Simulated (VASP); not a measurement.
## TiTe2: relaxation of shape and atoms at fixed volume with PBE

Crystal: TiTe2.

```
Ti Te
1.0
     3.80635    0.00000    0.00000
    -1.90317    3.29639    0.00000
     0.00000    0.00000    6.96642
Ti Te
1 2
Direct
  0.00000 0.00000 0.00000
  0.66667 0.33333 0.25086
  0.33333 0.66667 0.74914
```

This cell differs from its parent crystal: volume scaled by 1.03.

```yaml
Program: VASP 6.6.1
Task: relaxation of shape and atoms at fixed volume
Functional: PBE
Potentials_or_basis: VASP PAW PBE potentials, release 64 (Ti_sv, Te)
Cutoff: 600 eV
k_mesh: 12 × 12 × 8
Occupations: gaussian, width 0.1 eV
Spin: no spin polarisation
Dipole_correction: no
Further_INCAR_settings: ALGO = Normal; EDIFF = 1e-07; IBRION = 2; EDIFFG = -0.01; NSW = 50; ISIF = 4
```

* Energy gained by relaxing: 3.8 meV/atom
* Ionic steps: 6
* Pressure after relaxing: -0.2 GPa
* Band gap on the k mesh: zero (band 12 reaches 6.23 eV, above the bottom of band 13 at 5.59 eV)

Forces in eV/Å, atoms in the order of the input:
```
Ti   0.000  0.000  0.000
Te   0.000  0.000  0.003
Te   0.000  0.000 -0.003
```

Step by step:
| step | energy change (eV) | largest force (eV/Å) | pressure (GPa) | volume (Å³) |
| --- | --- | --- | --- | --- |
| 1 | 0.0000 | 0.2436 | -1.62 | 87.41 |
| 2 | -0.0046 | 0.1466 | -1.26 | 87.41 |
| 3 | -0.0071 | 0.0200 | -0.78 | 87.41 |
| 4 | -0.0071 | 0.0042 | -0.72 | 87.41 |
| 5 | -0.0089 | 0.0014 | -0.58 | 87.41 |
| 6 | -0.0115 | 0.0029 | -0.20 | 87.41 |

Final structure:
```yaml
crystal:
  lattice:
    - [3.76948, 0.00000, 0.00000]
    - [-1.88474, 3.26447, 0.00000]
    - [0.00000, 0.00000, 7.10335]
  atoms:
    - { symbol: Ti, position: [0.00000, 0.00000, 0.00000] }
    - { symbol: Te, position: [0.66667, 0.33333, 0.24423] }
    - { symbol: Te, position: [0.33333, 0.66667, 0.75577] }
```

Levels at points of the mesh, in eV from the Fermi level:
| k point | band 10 | band 11 | band 12 | band 13 | band 14 | band 15 |
| --- | --- | --- | --- | --- | --- | --- |
| (0.00, 0.00, 0.00) | -0.22 | 0.33 | 0.41 | 0.41 | 1.13 | 1.13 |
| (0.50, 0.00, 0.00) | -2.26 | -1.72 | -0.81 | -0.01 | 1.16 | 1.49 |
| (0.00, 0.00, 0.50) | -1.50 | 0.41 | 0.41 | 0.83 | 1.01 | 1.01 |
| (0.50, 0.00, 0.50) | -1.82 | -1.31 | -0.61 | -0.22 | 1.16 | 1.48 |

Run time: 14 min on 1 thread of Intel Xeon 6975P-C, with other jobs on the host, peak memory 0.4 GiB.

Caveat: the cell differs from its parent crystal (volume scaled by 1.03); spin-orbit coupling is left out, which moves the levels of the heavy elements; this functional lacks dispersion, which binds the layers, so the pressure and a relaxed spacing across them are unreliable.
